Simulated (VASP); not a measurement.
Input of a VASP 6.6.1 run:

Contents of INCAR:

```
SYSTEM = Ga7TeN7
  ALGO = Normal
  EDIFF = 1E-6
  ENCUT = 520
  GGA = PS
  GGA_COMPAT = .False.
  ISIF = 2
  ISMEAR = -1
  ISYM = -1
  LASPH = .True.
  LCHARG = .True.
  LELF = .True.
  LREAL = Auto
  LVHAR = .True.
  LWAVE = .False.
  NBANDS = 79
  NELM = 120
  PREC = Accurate
  SIGMA = 0.05
```

KPOINTS

```
explicit points
4
Reciprocal
  0.25000000   0.25000000   0.25000000 2
  0.25000000   0.25000000   0.75000000 2
  0.25000000   0.75000000   0.25000000 2
  0.25000000   0.75000000   0.75000000 2
```

The input POSCAR:

```
Ga7TeN7
1.0
    0.0000000000      4.4981210000      4.4981210000
    4.4981210000      0.0000000000      4.4981210000
    4.4981210000      4.4981210000      0.0000000000
Ga N Te
7 7 1
Direct
    0.0005750000      0.0090190000      0.9894040000
    0.0075130000      0.9876280000      0.4993300000
    0.4990140000      0.4929970000      0.9952130000
    0.0068620000      0.5008670000      0.0020450000
    0.4958510000      0.9959750000      0.5078290000
    0.5063880000      0.9912170000      0.9908150000
    0.0062830000      0.4991110000      0.4953480000
    0.1247890000      0.1235700000      0.1258100000
    0.1226580000      0.1262200000      0.6203370000
    0.6175530000      0.6162980000      0.1403800000
    0.1345710000      0.6194240000      0.1249910000
    0.6147650000      0.1192490000      0.6402900000
    0.6373520000      0.1296680000      0.1190460000
    0.1299260000      0.6307960000      0.6156960000
    0.6277100000      0.6229530000      0.6348910000
```

Potentials or basis: VASP PAW PBE potentials, release 64 (Ga_d, N, Te).

Run with:

```sh
$ cat potpaw_PBE.64/Ga_d/POTCAR potpaw_PBE.64/N/POTCAR potpaw_PBE.64/Te/POTCAR > POTCAR
$ mpirun -np 1 vasp_std > vasp.out
```

Estimate the band gap on the k mesh.

zero (bands 66 and 67 overlap by 0.21 eV).

What does it give for the largest force?

22.970 eV/Å.

Forces in eV/Å, atoms in the order of the input:
```
Ga    0.077   1.104  -0.115
Ga    0.765  -1.226   0.300
Ga   13.125  13.417 -13.242
Ga   -0.471  -0.738  -0.786
Ga   10.040 -11.113  11.039
Ga    1.593   1.093  -0.846
Ga   -9.379   9.098   9.619
N    -0.099   0.039   0.392
N    -0.219   0.117   0.273
N    -0.811  -0.366   0.936
N     0.557  -0.734   0.016
N    -1.719  -0.184   1.029
N    -0.037  -0.063  -1.908
N     0.133   0.657  -1.352
Te  -13.555 -11.103  -5.355
```

Caveat: the PAW data sets were made with another functional, which shifts forces and pressure a little; spin-orbit coupling is left out, which moves the levels of the heavy elements.
